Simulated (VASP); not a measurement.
# Mg3Se4 (P-3m1) in VASP: further runs

Mg3Se4 is run at these levels: PBE; tasks: single point.

Everything below comes from runs of VASP 6.6.1. Logs are shortened: lines on timing, memory, paths and dates and some standing lists are left out, and cuts for length are marked.

## Step 1: The cell of the first run

Symmetry: P-3m1, No. 164, trigonal system. The conventional cell has a = 4.080 Å, b = 4.080 Å, c = 11.348 Å, α = 90.00°, β = 90.00°, γ = 120.00°. Within 3.7 Å of Mg (site symmetry -3m) lie 6 Se at 2.83 Å. Mg (site symmetry 3m) has 6 Se at 2.67 to 2.87 Å within 3.5 Å. Within 4.1 Å of Se (site symmetry 3m) lie 6 Mg at 2.83 to 2.87 Å and 12 Se at 3.74 to 4.08 Å. Within 3.2 Å of Se (site symmetry 3m) lie 1 Se at 2.41 Å and 3 Mg at 2.67 Å.

## Step 2: Single point, PBE (23.38 Å³/atom)

The input, INCAR:

```
PREC = Accurate
ENCUT = 600
EDIFF = 1E-6
ISMEAR = 0
SIGMA = 0.02
LREAL = F
LASPH = T
NELM = 120
ALGO = Normal
ISIF = 2
LWAVE = F
LCHARG = F
GGA = PE
NBANDS = 24
GGA_COMPAT = F
```

The input, KPOINTS:

```
Automatic mesh
0
Gamma
  12 12 4
```

The input, POSCAR:

```
Mg3Se4
1.0
    4.0804198703      0.0000000000      0.0000000000
   -2.0402099351      3.5337472658      0.0000000000
    0.0000000000      0.0000000000     11.3484871395
Mg Se
3 4
Direct
    0.0000000000      0.0000000000      0.0000000000
    0.6666666667      0.3333333333      0.7175074358
    0.3333333333      0.6666666667      0.2824925642
    0.3333333333      0.6666666667      0.8617785140
    0.6666666667      0.3333333333      0.1382214860
    0.0000000000      0.0000000000      0.3936707194
    0.0000000000      0.0000000000      0.6063292806
```

Potentials or basis: VASP PAW PBE potentials, release 64 (Mg, Se).

Launch:

```
$ cat potpaw_PBE.64/Mg/POTCAR potpaw_PBE.64/Se/POTCAR > POTCAR
$ mpirun -np 1 vasp_std > vasp.out
```

OUTCAR:

```text
PREC = Accurate
   ENCUT = 600
   EDIFF = 1E-6
   ISMEAR = 0
   LREAL = F
   LASPH = T
   NELM = 120
   ISIF = 2
   GGA = PE

 ion  position               nearest neighbor table
   1  0.000  0.000  0.000-   4 2.83   5 2.83   4 2.83   5 2.83   5 2.83   4 2.83
   2  0.667  0.333  0.718-   7 2.67   7 2.67   7 2.67   4 2.87   4 2.87   4 2.87
   3  0.333  0.667  0.282-   6 2.67   6 2.67   6 2.67   5 2.87   5 2.87   5 2.87
   4  0.333  0.667  0.862-   1 2.83   1 2.83   1 2.83   2 2.87   2 2.87   2 2.87
   5  0.667  0.333  0.138-   1 2.83   1 2.83   1 2.83   3 2.87   3 2.87   3 2.87
   6  0.000  0.000  0.394-   7 2.41   3 2.67   3 2.67   3 2.67
   7  0.000  0.000  0.606-   6 2.41   2 2.67   2 2.67   2 2.67

  LATTYP: Found a hexagonal cell.
 ALAT       =     4.0804198703
 C/A-ratio  =     2.7812057338

  Lattice vectors:

 A1 = (   4.0804198703,   0.0000000000,   0.0000000000)
 A2 = (  -2.0402099351,   3.5337472658,   0.0000000000)
 A3 = (   0.0000000000,   0.0000000000,  11.3484871395)

Analysis of symmetry for initial positions (statically):
=====================================================================
 Subroutine PRICEL returns:
 Original cell was already a primitive cell.

 Routine SETGRP: Setting up the symmetry group for a
 hexagonal supercell.

 Subroutine GETGRP returns: Found 12 space group operations
 (whereof 12 operations were pure point group operations)
 out of a pool of 24 trial point group operations.

The static configuration has the point symmetry D_3d.

Analysis of symmetry for dynamics (positions and initial velocities):
=====================================================================
 Subroutine PRICEL returns:
 Original cell was already a primitive cell.

 Routine SETGRP: Setting up the symmetry group for a
 hexagonal supercell.

 Subroutine GETGRP returns: Found 12 space group operations
 (whereof 12 operations were pure point group operations)
 out of a pool of 24 trial point group operations.

The dynamic configuration has the point symmetry D_3d.

 Subroutine INISYM returns: Found 12 space group operations
 (whereof 12 operations are pure point group operations),
 and found     1 'primitive' translations

----------------------------------------------------------------------------------------

                                     Primitive cell
[... 103 lines left out ...]
   EDIFFG = 0.1E-04   stopping-criterion for IOM
   NSW    =      0    number of steps for IOM
   IBRION =     -1    ionic relax: 0-MD 1-quasi-New 2-CG
   NFREE  =      0    steps in history (QN), initial steepest desc. (CG)
   ISIF   =      2    stress and relaxation
   ISYM   =      2    0-nonsym 1-usesym 2-fastsym
   POTIM  = 0.5000    time-step for ionic-motion
   TEBEG  =    0.0;   TEEND  =   0.0 temperature during run
   PSTRESS=    0.0 pullay stress
   NELECT =      30.0000    total number of electrons
   NUPDOWN=      -1.0000    fix difference up-down
   EMIN   =  10.00;   EMAX   =-10.00  energy-range for DOS
   EFERMI =   0.00;   METHOD = LEGACY
   ISMEAR =     0;   SIGMA  =   0.02  broadening in eV -4-tet -1-fermi 0-gaus
   EFERMI_NEDOS =   21; number of points for ismear=-14 and -15
   IALGO  =     38    algorithm
   IMIX   =      4    mixing-type and parameters
     AMIX     =   0.40;   BMIX     =  1.00
     AMIX_MAG =   1.60;   BMIX_MAG =  1.00
  volume/ion in A,a.u.               =      23.38       157.75
  Fermi-wavevector in a.u.,A,eV,Ry     =   0.930013  1.757470 11.768015  0.864925
  Thomas-Fermi vector in A             =   2.056357
   LORBIT       =      0    0 simple, 1 ext, 2 COOP (PROOUT), +10 PAW based schemes
   GGA     = PE    functional components
   LHFCALC =     F    Hartree Fock is set to
   AEXX    =    0.0000 exact exchange contribution
   IVDW    =     0    specifies the selected vdW correction
   LEPSILON=     F    determine dielectric tensor
   LRPA    =     F    only Hartree local field effects (RPA)
 non-spin polarized calculation
 Gauss-broadening in eV      SIGMA  =   0.02
  energy-cutoff  :      600.00
  volume of cell :      163.64
 maximum number of plane-waves:      5480
 NGX is ok and might be reduce to    36
   NGX = 17   NGY = 17   NGZ = 45

 number of electron      30.0000000 magnetization

 Free energy of the ion-electron system (eV)
  ---------------------------------------------------
  ext. energy  EPLUGINS =         0.00000000
  ---------------------------------------------------
  free energy    TOTEN  =       -25.51816000 eV

  energy without entropy =      -25.51816000  energy(sigma->0) =      -25.51816000

 E-fermi :   2.6218     XC(G=0):  -8.9433

 val. band max:        2.5346732817   @ k =   0.0000   0.0000   0.5000
 cond. band min:       3.1928659740   @ k =   0.0000   0.0000   0.5000
 fundamental gap:      0.6581926923
 Fermi energy:         2.6217731754

 k-point     1 :       0.0000    0.0000    0.0000
  band No.  band energies     occupation
      1     -11.2630      2.00000
      2      -9.9329      2.00000
      3      -9.7237      2.00000
      4      -8.7367      2.00000
      5      -2.5939      2.00000
      6      -0.2840      2.00000
[... 637 lines left out ...]
     23       8.5998      0.00000
     24       9.0506      0.00000

 [... further k-points ...]

------------------------ aborting loop because EDIFF is reached ----------------------------------------

  FORCE on cell =-STRESS in cart. coord.  units (eV):
  Direction    XX          YY          ZZ          XY          YZ          ZX
  --------------------------------------------------------------------------------------
  -------------------------------------------------------------------------------------
  Total       -1.6176297     -1.6176297     -1.5521574     -0.0000000      0.0000000      0.0000000
  in kB      -15.8384032    -15.8384032    -15.1973563     -0.0000000      0.0000000      0.0000000
  external PRESSURE =     -15.6247209 kB  Pullay stress =       0.0000000 kB

 VOLUME and BASIS-vectors are now :
 -----------------------------------------------------------------------------
  energy-cutoff  :      600.00
  volume of cell :      163.64
      direct lattice vectors                 reciprocal lattice vectors
     4.080419870  0.000000000  0.000000000     0.245072819  0.141492858  0.000000000
    -2.040209935  3.533747266  0.000000000     0.000000000  0.282985716  0.000000000
     0.000000000  0.000000000 11.348487139     0.000000000  0.000000000  0.088117472

 POSITION                                       TOTAL-FORCE (eV/Angst)
 -----------------------------------------------------------------------------------
      0.00000      0.00000      0.00000         0.000000      0.000000      0.000000
      2.04021      1.17792      8.14262        -0.000000     -0.000000      0.000807
     -0.00000      2.35583      3.20586         0.000000      0.000000     -0.000807
     -0.00000      2.35583      9.77988        -0.000000      0.000000     -0.001123
      2.04021      1.17792      1.56860         0.000000     -0.000000      0.001123
      0.00000      0.00000      4.46757         0.000000      0.000000     -0.022322
      0.00000      0.00000      6.88092        -0.000000     -0.000000      0.022322
 -----------------------------------------------------------------------------------
    total drift:                                0.000000      0.000000     -0.000000

  FREE ENERGIE OF THE ION-ELECTRON SYSTEM (eV)
  ---------------------------------------------------
  free  energy   TOTEN  =       -25.5181599961 eV

  energy  without entropy=      -25.5181599961  energy(sigma->0) =      -25.51816000
```

It took 5.4 min on 1 thread of Oxide Virtual Turin-like, shared host; peak memory 0.49 GiB.

What came out:

```yaml
Free_energy: -25.5182 eV
Pressure: -1.6 GPa
Largest_force: 0.022 eV/Å
Band_gap_on_the_k_mesh: 0.66 eV
```

Forces on the atoms (eV/Å):
```
Mg   0.000  0.000  0.000
Mg   0.000  0.000  0.001
Mg   0.000  0.000 -0.001
Se   0.000  0.000 -0.001
Se   0.000  0.000  0.001
Se   0.000  0.000 -0.022
Se   0.000  0.000  0.022
```

Caveat: semilocal functionals underestimate gaps, and a narrow one can read as zero. A k mesh can miss the band edges.

## Step 3: Single point, PBE (24.06 Å³/atom)

This run uses another cell than the first one, of 24.06 Å³/atom.

The input, INCAR:

```
SYSTEM = Mg3Se4
PREC = Accurate
ENCUT = 600
EDIFF = 1E-6
ISMEAR = 0
SIGMA = 0.02
LREAL = .False.
LASPH = .True.
NELM = 120
ALGO = Normal
ISIF = 2
LWAVE = .False.
LCHARG = .False.
GGA = PE
NBANDS = 24
GGA_COMPAT = .False.
```

The input, KPOINTS:

```
Automatic mesh
0
Gamma
  12 12 4
  0 0 0
```

The input, POSCAR:

```
Mg3Se4
1.0
    4.1236049462      0.0000000000      0.0000000000
   -2.0618024731      3.5711466385      0.0000000000
    0.0000000000      0.0000000000     11.4356857932
Mg Se
3 4
Direct
    0.0000000000      0.0000000000      0.0000000000
    0.6666666667      0.3333333333      0.7167113038
    0.3333333333      0.6666666667      0.2832886962
    0.3333333333      0.6666666667      0.8615356196
    0.6666666667      0.3333333333      0.1384643804
    0.0000000000      0.0000000000      0.3938496163
    0.0000000000      0.0000000000      0.6061503837
```

Potentials or basis: VASP PAW PBE potentials, release 64 (Mg, Se).

Launch:

```
$ cat potpaw_PBE.64/Mg/POTCAR potpaw_PBE.64/Se/POTCAR > POTCAR
$ mpirun -np 1 vasp_std > vasp.out
```

Wall time 7.7 min (1 thread of Oxide Virtual Turin-like, shared host); peak memory 0.5 GiB.

It converged, with:

```
Free energy            : -25.4521 eV
Pressure               : -2.8 GPa
Largest force          : 0.019 eV/Å
Band gap on the k mesh : 0.61 eV
```

Forces in eV/Å, atoms in the order of the input:
```
Mg   0.000  0.000  0.000
Mg   0.000  0.000  0.000
Mg   0.000  0.000  0.000
Se   0.000  0.000  0.000
Se   0.000  0.000  0.000
Se   0.000  0.000 -0.019
Se   0.000  0.000  0.019
```

Levels at points of the mesh, in eV from the valence-band top:
```csv
k point,band 13,band 14,band 15,band 16,band 17,band 18
"(0.00, 0.00, 0.00)",-0.55,-0.04,-0.04,1.83,2.26,3.20
"(0.50, 0.00, 0.00)",-1.42,-0.87,-0.28,1.42,2.15,3.16
"(0.00, 0.00, 0.50)",-0.66,0.00,0.00,0.61,3.10,3.16
"(0.50, 0.00, 0.50)",-1.19,-0.95,-0.48,1.47,2.06,3.34
```

Caveat: semilocal functionals underestimate gaps, and a narrow one can read as zero. A k mesh can miss the band edges.

## Step 4: Single point, PBE (24.97 Å³/atom)

This run uses another cell than the first one, of 24.97 Å³/atom.

The input, INCAR:

```
SYSTEM = Mg3Se4
ALGO     = Normal         ! electronic algorithm
EDIFF    = 1E-6           ! SCF threshold, eV
ENCUT    = 600            ! plane-wave cutoff, eV
GGA      = PE             ! functional
GGA_COMPAT= .False.      
ISIF     = 2              ! what is computed and relaxed
ISMEAR   = 0              ! smearing method
LASPH    = .True.         ! aspherical terms in the spheres
LCHARG   = .False.        ! write CHGCAR
LREAL    = .False.        ! projectors in reciprocal space
LWAVE    = .False.        ! write WAVECAR
NBANDS   = 24             ! bands
NELM     = 120            ! most SCF steps
PREC     = Accurate       ! precision mode
SIGMA    = 0.02           ! smearing width, eV
```

The input, KPOINTS:

```
k-points
0
Gamma
  12 12 4
  0 0 0
```

The input, POSCAR:

```
Mg3Se4
1.0
    4.1796097410      0.0000000000      0.0000000000
   -2.0898048705      3.6196482136      0.0000000000
    0.0000000000      0.0000000000     11.5513215275
Mg Se
3 4
Direct
    0.0000000000      0.0000000000      0.0000000000
    0.6666666667      0.3333333333      0.7157046028
    0.3333333333      0.6666666667      0.2842953972
    0.3333333333      0.6666666667      0.8612150144
    0.6666666667      0.3333333333      0.1387849856
    0.0000000000      0.0000000000      0.3941788625
    0.0000000000      0.0000000000      0.6058211375
```

Launch:

```
$ cat potpaw_PBE.64/Mg/POTCAR potpaw_PBE.64/Se/POTCAR > POTCAR
$ mpirun -np 1 vasp_std > vasp.out
```

Wall time 6 min (1 thread of Oxide Virtual Turin-like, shared host); peak memory 0.51 GiB.

The run converged. Its results:

- Free energy: -25.3103 eV
- Pressure: -4.2 GPa
- Largest force: 0.025 eV/Å
- Band gap on the k mesh: 0.54 eV

Forces on the atoms (eV/Å):
```
Mg   0.000  0.000  0.000
Mg   0.000  0.000 -0.003
Mg   0.000  0.000  0.003
Se   0.000  0.000  0.001
Se   0.000  0.000 -0.001
Se   0.000  0.000 -0.025
Se   0.000  0.000  0.025
```

Levels at points of the mesh, in eV from the valence-band top:
```
           k point  band 13  band 14  band 15  band 16  band 17  band 18
(0.00, 0.00, 0.00)    -0.48    -0.04    -0.04     1.79     2.11     3.18
(0.50, 0.00, 0.00)    -1.32    -0.78    -0.24     1.43     2.15     3.13
(0.00, 0.00, 0.50)    -0.59     0.00     0.00     0.54     3.05     3.11
(0.50, 0.00, 0.50)    -1.09    -0.85    -0.44     1.46     2.06     3.34
```

Caveat: the cell stands under tension; semilocal functionals underestimate gaps, and a narrow one can read as zero.

## Step 5: The runs side by side

| cell | gap on the mesh (eV) | pressure (GPa) | largest force (eV/Å) |
| --- | --- | --- | --- |
| a = 4.080, b = 4.080, c = 11.348 Å, angles 90.0, 90.0, 120.0°, 7 atoms, atomic positions A | 0.66 | -1.6 | 0.02 |
| a = 4.124, b = 4.124, c = 11.436 Å, angles 90.0, 90.0, 120.0°, 7 atoms, atomic positions B | 0.61 | -2.8 | 0.02 |
| a = 4.180, b = 4.180, c = 11.551 Å, angles 90.0, 90.0, 120.0°, 7 atoms, atomic positions C | 0.54 | -4.2 | 0.03 |

Alike in all rows: task single point; level PBE; potentials or basis VASP PAW PBE potentials, release 64 (Mg, Se); no spin polarisation; k mesh 12 × 12 × 4; cutoff (eV) 600; smearing gaussian 0.02 eV.

Caveats: semilocal functionals underestimate gaps, and a narrow one can read as zero; the cell stands under tension (at least some runs).

Total energies depend on the potentials used, so only differences within one code and one set of settings carry meaning.
